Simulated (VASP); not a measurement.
# Ta2N (C2/m) in VASP: notebook

The runs below take Ta2N through single point, with PBE.

All numbers are computed with VASP 6.6.1; they aren't measurements. Logs are shortened: lines on timing, memory, paths and dates and some standing lists are left out, and cuts for length are marked.

**1. The cell of the first run**

Symmetry: C2/m, No. 12, monoclinic system. The conventional cell has a = 5.318 Å, b = 3.101 Å, c = 4.882 Å, α = 90.00°, β = 90.00°, γ = 90.00°. Within 2.9 Å of Ta (site symmetry m) lie 3 N at 2.17 to 2.18 Å. N (site symmetry 2/m) has 6 Ta at 2.17 to 2.18 Å within 2.9 Å.

**2. Single point, PBE (strain -0.0100 x Voigt [0, 1, 0, 0, 0, 0])**

Input file INCAR:

```
SYSTEM = Ta2N
  PREC = Accurate
  ENCUT = 520
  EDIFF = 1E-6
  ISMEAR = 0
  SIGMA = 0.15
  LREAL = .FALSE.
  LASPH = .TRUE.
  NELM = 100
  ALGO = Normal
  ISIF = 2
  LWAVE = .FALSE.
  LCHARG = .FALSE.
  GGA = PE
  NBANDS = 20
```

Input file KPOINTS:

```
regular mesh
0
G
  18 18 10
  0 0 0
```

Input file POSCAR:

```
Ta2N
1.0
    3.1011400584      0.0000000000      0.0000000000
   -1.5505700292      2.6588094106      0.0000000000
    0.0000000000      0.0000000000      4.8818900414
Ta N
2 1
Direct
    0.6666666667      0.3333333333      0.7449050326
    0.3333333333      0.6666666667      0.2550949674
    0.0000000000      0.0000000000      0.0000000000
```

Potentials or basis: VASP PAW PBE potentials, release 64 (Ta_pv, N).

The run is started by

```sh
> cat potpaw_PBE.64/Ta_pv/POTCAR potpaw_PBE.64/N/POTCAR > POTCAR
> mpirun -np 1 vasp_std > vasp.out
```

OUTCAR:

```text
SYSTEM = Ta2N
   PREC = Accurate
   ENCUT = 520
   EDIFF = 1E-6
   ISMEAR = 0
   LREAL = .FALSE.
   LASPH = .TRUE.
   NELM = 100
   ISIF = 2
   GGA = PE

 ion  position               nearest neighbor table
   1  0.667  0.333  0.745-   3 2.17   3 2.18   3 2.18   2 2.98   2 2.98   2 2.98   2 3.06   2 3.06
                             2 3.06
   2  0.333  0.667  0.255-   3 2.17   3 2.18   3 2.18   1 2.98   1 2.98   1 2.98   1 3.06   1 3.06
                             1 3.06
   3  0.000  0.000  0.000-   2 2.17   1 2.17   2 2.18   1 2.18   1 2.18   2 2.18

  Warning from LATTYP: Monoclinic adjustment (A1->A3, A2->A1, A3->A2)!
  LATTYP: Found a base centered orthorhombic cell.
 ALAT       =     3.1011400584
 B/A-ratio  =     1.7147302995
 C/A-ratio  =     1.5742243012

  Lattice vectors:

 A1 = (   1.5505700292,  -2.6588094106,   0.0000000000)
 A2 = (   1.5505700292,   2.6588094106,   0.0000000000)
 A3 = (   0.0000000000,   0.0000000000,   4.8818900414)

Analysis of symmetry for initial positions (statically):
=====================================================================
 Subroutine PRICEL returns:
 Original cell was already a primitive cell.

 Routine SETGRP: Setting up the symmetry group for a
 base centered orthorhombic supercell.

 Subroutine GETGRP returns: Found  4 space group operations
 (whereof  4 operations were pure point group operations)
 out of a pool of  8 trial point group operations.

The static configuration has the point symmetry C_2h.

Analysis of symmetry for dynamics (positions and initial velocities):
=====================================================================
 Subroutine PRICEL returns:
 Original cell was already a primitive cell.

 Routine SETGRP: Setting up the symmetry group for a
 base centered orthorhombic supercell.

 Subroutine GETGRP returns: Found  4 space group operations
 (whereof  4 operations were pure point group operations)
 out of a pool of  8 trial point group operations.

The dynamic configuration has the point symmetry C_2h.

 Subroutine INISYM returns: Found  4 space group operations
 (whereof  4 operations are pure point group operations),
 and found     1 'primitive' translations

----------------------------------------------------------------------------------------

                                     Primitive cell

  volume of cell :      40.2528

  direct lattice vectors                    reciprocal lattice vectors
     3.101140058  0.000000000  0.000000000     0.322462056  0.188054096  0.000000000
    -1.550570029  2.658809411  0.000000000     0.000000000  0.376108192  0.000000000
     0.000000000  0.000000000  4.881890041     0.000000000  0.000000000  0.204838698

  length of vectors
     3.101140058  3.077910801  4.881890041     0.373290933  0.376108192  0.204838698

  position of ions in fractional coordinates (direct lattice)
     0.666666667  0.333333333  0.744905033
     0.333333333  0.666666667  0.255094967
     0.000000000  0.000000000  0.000000000

  ion indices of the primitive-cell ions
   primitive index   ion index
                 1           1
                 2           2
                 3           3

----------------------------------------------------------------------------------------

 KPOINTS: regular mesh

Automatic generation of k-mesh.
 Grid dimensions read from file:
 generate k-points for:   18   18   10

 Generating k-lattice:

  Cartesian coordinates                     Fractional coordinates (reciprocal lattice)
     0.017914559  0.010447450  0.000000000     0.055555556  0.000000000  0.000000000
     0.000000000  0.020894900  0.000000000     0.000000000  0.055555556  0.000000000
     0.000000000  0.000000000  0.020483870     0.000000000  0.000000000  0.100000000

  Length of vectors
     0.020738385  0.020894900  0.020483870

  Shift w.r.t. Gamma in fractional coordinates (k-lattice)
     0.000000000  0.000000000  0.000000000

 Subroutine IBZKPT returns following result:
 ===========================================

 Found    866 irreducible k-points:

 Following reciprocal coordinates:
            Coordinates               Weight
  0.000000  0.000000  0.000000      1.000000
  0.055556  0.000000  0.000000      4.000000
  0.111111  0.000000  0.000000      4.000000
  0.166667  0.000000  0.000000      4.000000
  0.222222  0.000000  0.000000      4.000000
  0.277778  0.000000  0.000000      4.000000
[... 16 lines left out ...]
 -0.333333  0.055556  0.000000      4.000000
 -0.277778  0.055556  0.000000      4.000000
 [... further k-points ...]
   k-points           NKPTS =    866   k-points in BZ     NKDIM =    866   number of bands    NBANDS=     20
   number of dos      NEDOS =    301   number of ions     NIONS =      3
   total plane-waves  NPLWV =  20736
   dimension x,y,z NGX =    24 NGY =   24 NGZ =   36
   dimension x,y,z NGXF=    48 NGYF=   48 NGZF=   72
   ions per type =               2   1
   NGX,Y,Z   is equivalent  to a cutoff of  12.87, 12.96, 12.26 a.u.
   NGXF,Y,Z  is equivalent  to a cutoff of  25.73, 25.93, 24.52 a.u.
 SYSTEM =  Ta2N
   PREC   = accura    normal or accurate (medium, high low for compatibility)
   ISTART =      0    job   : 0-new  1-cont  2-samecut
   ICHARG =      2    charge: 1-file 2-atom 10-const
   ISPIN  =      1    spin polarized calculation?
   LNONCOLLINEAR =      F non collinear calculations
   LSORBIT =      F    spin-orbit coupling
   LASPH  =      T    aspherical Exc in radial PAW
   ENCUT  =  520.0 eV  38.22 Ry    6.18 a.u.   5.77  5.72  9.08*2*pi/ulx,y,z
   NELM   =    100;   NELMIN=  2; NELMDL= -5     # of ELM steps
   EDIFF  = 0.1E-05   stopping-criterion for ELM
   LREAL  =      F    real-space projection
   EDIFFG = 0.1E-04   stopping-criterion for IOM
   NSW    =      0    number of steps for IOM
   IBRION =     -1    ionic relax: 0-MD 1-quasi-New 2-CG
   NFREE  =      0    steps in history (QN), initial steepest desc. (CG)
   ISIF   =      2    stress and relaxation
   ISYM   =      2    0-nonsym 1-usesym 2-fastsym
   POTIM  = 0.5000    time-step for ionic-motion
   TEBEG  =    0.0;   TEEND  =   0.0 temperature during run
   PSTRESS=    0.0 pullay stress
   NELECT =      27.0000    total number of electrons
   NUPDOWN=      -1.0000    fix difference up-down
   EMIN   =  10.00;   EMAX   =-10.00  energy-range for DOS
   EFERMI =   0.00;   METHOD = LEGACY
   ISMEAR =     0;   SIGMA  =   0.15  broadening in eV -4-tet -1-fermi 0-gaus
   EFERMI_NEDOS =   21; number of points for ismear=-14 and -15
   IALGO  =     38    algorithm
   IMIX   =      4    mixing-type and parameters
     AMIX     =   0.40;   BMIX     =  1.00
     AMIX_MAG =   1.60;   BMIX_MAG =  1.00
  volume/ion in A,a.u.               =      13.42        90.55
  Fermi-wavevector in a.u.,A,eV,Ry     =   1.433058  2.708088 27.941692  2.053656
  Thomas-Fermi vector in A             =   2.552618
   LORBIT       =      0    0 simple, 1 ext, 2 COOP (PROOUT), +10 PAW based schemes
   GGA     = PE    functional components
   LHFCALC =     F    Hartree Fock is set to
   AEXX    =    0.0000 exact exchange contribution
   IVDW    =     0    specifies the selected vdW correction
   LEPSILON=     F    determine dielectric tensor
   LRPA    =     F    only Hartree local field effects (RPA)
 non-spin polarized calculation
 Gauss-broadening in eV      SIGMA  =   0.15
  energy-cutoff  :      520.00
  volume of cell :       40.25
 maximum number of plane-waves:      1100
   NGX = 11   NGY = 11   NGZ = 19

 number of electron      26.9999999 magnetization

 Free energy of the ion-electron system (eV)
  ---------------------------------------------------
  ext. energy  EPLUGINS =         0.00000000
  ---------------------------------------------------
  free energy    TOTEN  =       -34.38341099 eV

  energy without entropy =      -34.36954489  energy(sigma->0) =      -34.37647794

 E-fermi :   7.6032     XC(G=0): -12.9274

 val. band max:        7.6003088317   @ k =   0.0000  -0.1667   0.1000
 cond. band min:       7.6037277503   @ k =   0.4444   0.0000   0.4000
 fundamental gap:      0.0034189186
 Fermi energy:         7.6031755747

 k-point     1 :       0.0000    0.0000    0.0000
  band No.  band energies     occupation
      1     -28.0813      2.00000
      2     -27.3232      2.00000
      3     -27.3082      2.00000
      4     -27.1995      2.00000
      5     -27.1843      2.00000
      6     -27.0957      2.00000
[... 12 lines left out ...]
     19       8.8391      0.00000
     20      12.6057      0.00000

 k-point     2 :       0.0556    0.0000    0.0000
  band No.  band energies     occupation
      1     -28.0717      2.00000
      2     -27.3410      2.00000
      3     -27.3176      2.00000
      4     -27.2170      2.00000
      5     -27.1884      2.00000
      6     -27.0991      2.00000
[... 12 lines left out ...]
     19       9.0787      0.00000
     20      12.6232      0.00000

 k-point     3 :       0.1111    0.0000    0.0000
  band No.  band energies     occupation
      1     -28.0435      2.00000
      2     -27.3972      2.00000
      3     -27.3386      2.00000
      4     -27.2728      2.00000
      5     -27.1946      2.00000
      6     -27.1094      2.00000
[... 12 lines left out ...]
     19       9.6861      0.00000
     20      12.5612      0.00000

 k-point     4 :       0.1667    0.0000    0.0000
  band No.  band energies     occupation
      1     -27.9986      2.00000
      2     -27.4851      2.00000
      3     -27.3679      2.00000
      4     -27.3566      2.00000
      5     -27.2040      2.00000
      6     -27.1274      2.00000
[... 429 lines left out ...]
 k-point    23 :      -0.3333    0.0556    0.0000
  band No.  band energies     occupation
      1     -27.8402      2.00000
      2     -27.7504      2.00000
      3     -27.6118      2.00000
      4     -27.4532      2.00000
      5     -27.2508      2.00000
      6     -27.2096      2.00000
[... 12 lines left out ...]
     19      11.8904      0.00000
     20      12.9329      0.00000

 k-point    24 :      -0.2778    0.0556    0.0000
  band No.  band energies     occupation
      1     -27.9024      2.00000
      2     -27.6475      2.00000
      3     -27.5271      2.00000
      4     -27.4102      2.00000
      5     -27.2347      2.00000
      6     -27.1721      2.00000
[... 12 lines left out ...]
     19      11.8691      0.00000
     20      12.2148      0.00000

 [... further k-points ...]

------------------------ aborting loop because EDIFF is reached ----------------------------------------

  FORCE on cell =-STRESS in cart. coord.  units (eV):
  Direction    XX          YY          ZZ          XY          YZ          ZX
  --------------------------------------------------------------------------------------
  -------------------------------------------------------------------------------------
  Total        0.5494695      1.3148178      0.6782198      0.0000000      0.1453293      0.0000000
  in kB       21.8704418     52.3334765     26.9950685      0.0000000      5.7845186      0.0000000
  external PRESSURE =      33.7329956 kB  Pullay stress =       0.0000000 kB

 VOLUME and BASIS-vectors are now :
 -----------------------------------------------------------------------------
  energy-cutoff  :      520.00
  volume of cell :       40.25
      direct lattice vectors                 reciprocal lattice vectors
     3.101140058  0.000000000  0.000000000     0.322462056  0.188054096  0.000000000
    -1.550570029  2.658809411  0.000000000     0.000000000  0.376108192  0.000000000
     0.000000000  0.000000000  4.881890041     0.000000000  0.000000000  0.204838698

 POSITION                                       TOTAL-FORCE (eV/Angst)
 -----------------------------------------------------------------------------------
      1.55057      0.88627      3.63654         0.000000     -0.013713     -0.135809
     -0.00000      1.77254      1.24535        -0.000000      0.013713      0.135809
      0.00000      0.00000      0.00000         0.000000      0.000000      0.000000
 -----------------------------------------------------------------------------------
    total drift:                                0.000000     -0.000000      0.000000

  FREE ENERGIE OF THE ION-ELECTRON SYSTEM (eV)
  ---------------------------------------------------
  free  energy   TOTEN  =       -34.3834109926 eV

  energy  without entropy=      -34.3695448911  energy(sigma->0) =      -34.37647794
```

Wall time 9.7 min (1 thread of Oxide Virtual Turin-like, shared host); peak memory 0.64 GiB.

What came out:

- Free energy: -34.3834 eV
- Pressure: 3.4 GPa
- Largest force: 0.136 eV/Å

Forces in eV/Å, atoms in the order of the input:
```
Ta   0.000 -0.014 -0.136
Ta   0.000  0.014  0.136
N    0.000  0.000  0.000
```

Stress tensor (GPa, compression positive):
```
2.19 0.00 0.00
0.00 5.23 0.58
0.00 0.58 2.70
```

Levels at points of the mesh, in eV from the Fermi level:
```tsv
k point	band 10	band 11	band 12	band 13	band 14	band 15	band 16	band 17
(0.00, 0.00, 0.00)	-6.01	-4.99	-0.76	-0.32	-0.14	0.26	0.34	0.40
(0.50, 0.00, 0.00)	-6.35	-4.61	-2.62	-1.35	1.63	2.03	3.82	4.06
(0.00, 0.50, 0.00)	-6.43	-4.61	-2.59	-1.32	1.69	1.99	3.89	4.07
(0.00, 0.00, 0.50)	-6.18	-2.98	-2.69	-1.16	-0.99	1.75	2.02	2.30
(0.50, 0.00, 0.50)	-6.09	-3.36	-2.17	-2.11	-0.35	0.80	3.40	3.71
(0.00, 0.50, 0.50)	-6.16	-3.34	-2.11	-2.10	-0.32	0.71	3.48	3.69
```

Caveat: the cell differs from its parent crystal (strain -0.0100 x Voigt [0, 1, 0, 0, 0, 0]); spin-orbit coupling is left out, which moves the levels of the heavy elements.

**3. Single point, PBE (strain +0.0050 x Voigt [0, 1, 0, 0, 0, 0])**

Input file INCAR:

```
PREC = Accurate
ENCUT = 520
EDIFF = 1E-6
ISMEAR = 0
SIGMA = 0.15
LREAL = False
LASPH = True
NELM = 80
ALGO = Normal
ISIF = 2
LWAVE = False
LCHARG = False
GGA = PE
NBANDS = 20
```

Input file KPOINTS:

```
regular mesh
0
Gamma
  18 18 10
```

POSCAR, as its differences from that of step 2:

```diff
@@ -3,3 +3,3 @@
     3.1011400584      0.0000000000      0.0000000000
-   -1.5505700292      2.6588094106      0.0000000000
+   -1.5505700292      2.6990944016      0.0000000000
     0.0000000000      0.0000000000      4.8818900414
```

Potentials or basis: VASP PAW PBE potentials, release 64 (Ta_pv, N).

The run is started by

```sh
> cat potpaw_PBE.64/Ta_pv/POTCAR potpaw_PBE.64/N/POTCAR > POTCAR
> mpirun -np 1 vasp_std > vasp.out
```

OUTCAR:

```text
PREC = Accurate
   ENCUT = 520
   EDIFF = 1E-6
   ISMEAR = 0
   LREAL = False
   LASPH = True
   NELM = 80
   ISIF = 2
   GGA = PE

 ion  position               nearest neighbor table
   1  0.667  0.333  0.745-   3 2.18   3 2.18   3 2.19   2 2.99   2 2.99   2 2.99   2 3.07   2 3.07
                             2 3.07
   2  0.333  0.667  0.255-   3 2.18   3 2.18   3 2.19   1 2.99   1 2.99   1 2.99   1 3.07   1 3.07
                             1 3.07
   3  0.000  0.000  0.000-   1 2.18   2 2.18   1 2.18   2 2.18   1 2.19   2 2.19

  LATTYP: Found a base centered orthorhombic cell.
[... 750 lines left out ...]
  Direction    XX          YY          ZZ          XY          YZ          ZX
  --------------------------------------------------------------------------------------
  -------------------------------------------------------------------------------------
  Total       -0.0962215     -0.4625332     -0.1653457      0.0000000     -0.0631966      0.0000000
  in kB       -3.7727241    -18.1353557     -6.4830012      0.0000000     -2.4778614      0.0000000
  external PRESSURE =      -9.4636937 kB  Pullay stress =       0.0000000 kB

 VOLUME and BASIS-vectors are now :
 -----------------------------------------------------------------------------
  energy-cutoff  :      520.00
  volume of cell :       40.86
      direct lattice vectors                 reciprocal lattice vectors
     3.101140058  0.000000000  0.000000000     0.322462056  0.185247318  0.000000000
    -1.550570029  2.699094402  0.000000000     0.000000000  0.370494637  0.000000000
     0.000000000  0.000000000  4.881890041     0.000000000  0.000000000  0.204838698

 POSITION                                       TOTAL-FORCE (eV/Angst)
 -----------------------------------------------------------------------------------
      1.55057      0.89970      3.63654         0.000000      0.004784      0.006314
     -0.00000      1.79940      1.24535         0.000000     -0.004784     -0.006314
      0.00000      0.00000      0.00000         0.000000      0.000000      0.000000
 -----------------------------------------------------------------------------------
    total drift:                                0.000000     -0.000000      0.000000

  FREE ENERGIE OF THE ION-ELECTRON SYSTEM (eV)
  ---------------------------------------------------
  free  energy   TOTEN  =       -34.3900022835 eV

  energy  without entropy=      -34.3759382643  energy(sigma->0) =      -34.38297027
```

Run time: 9.3 min. Hardware: 1 thread of Oxide Virtual Turin-like, shared host; peak memory 0.64 GiB.

What came out:

| Quantity | Value |
| --- | --- |
| Free energy | -34.3900 eV |
| Pressure | -0.9 GPa |
| Largest force | 0.008 eV/Å |

Forces on the atoms (eV/Å):
```
Ta   0.000  0.005  0.006
Ta   0.000 -0.005 -0.006
N    0.000  0.000  0.000
```

Levels at points of the mesh, in eV from the Fermi level:
```tsv
k point	band 10	band 11	band 12	band 13	band 14	band 15	band 16	band 17
(0.00, 0.00, 0.00)	-5.98	-4.97	-0.68	-0.27	-0.18	0.27	0.30	0.33
(0.50, 0.00, 0.00)	-6.33	-4.52	-2.60	-1.36	1.72	1.91	3.73	3.98
(0.00, 0.50, 0.00)	-6.29	-4.52	-2.62	-1.38	1.69	1.93	3.71	3.98
(0.00, 0.00, 0.50)	-6.15	-2.89	-2.65	-1.13	-1.05	1.76	1.92	2.28
(0.50, 0.00, 0.50)	-6.07	-3.27	-2.14	-2.11	-0.30	0.71	3.31	3.56
(0.00, 0.50, 0.50)	-6.04	-3.28	-2.18	-2.11	-0.31	0.75	3.30	3.55
```

Caveat: the cell differs from its parent crystal (strain +0.0050 x Voigt [0, 1, 0, 0, 0, 0]); spin-orbit coupling is left out, which moves the levels of the heavy elements.
